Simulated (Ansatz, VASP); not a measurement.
## AlN: VASP beside Ansatz

```
Al N
1.0
     3.11438    0.00000    0.00000
    -1.55719    2.69713    0.00000
     0.00000    0.00000    4.98480
Al N
2 2
Direct
  0.33655 0.67310 0.00152
  0.66345 0.32690 0.50152
  0.33046 0.66093 0.38348
  0.66954 0.33907 0.88348
```

Change from the starting cell: mode 5 frozen in at +0.017 Å, equal normal strain along x, y and z +0.0083.

Alike in both runs: task single point; functional LDA; k mesh 9 × 9 × 6; occupations gaussian, width 0.05 eV; no spin polarisation.

|  | VASP | Ansatz |
| --- | --- | --- |
| version | VASP 6.6.1 | Ansatz 0.2.0 |
| potentials or method | VASP PAW LDA potentials, release 64 (Al, N), cutoff 520 eV | scalar-relativistic, plane waves, PAW |
| valence electrons in the cell | 16 | 16 |

|  | VASP | Ansatz | Ansatz less VASP |
| --- | --- | --- | --- |
| gap on the k mesh at the Fermi level (eV) | 4.20 | 4.19 | -0.005 |
| least direct gap on the mesh (eV) | 4.20 | 4.19 | -0.005 |
| pressure (GPa) | -4.5 | -5.0 | -0.55 |
| traceless stress, the component that is largest in VASP (GPa) | 0.22 | 0.23 | +0.017 |
| rms of the force components (eV/Å) | 0.045 | 0.045 | +0.0001 |

LDA's correlation is that of Perdew and Zunger in VASP and of Perdew and Wang (1992) in Ansatz. Atom by atom the forces differ by 0.000 eV/Å (rms over components).
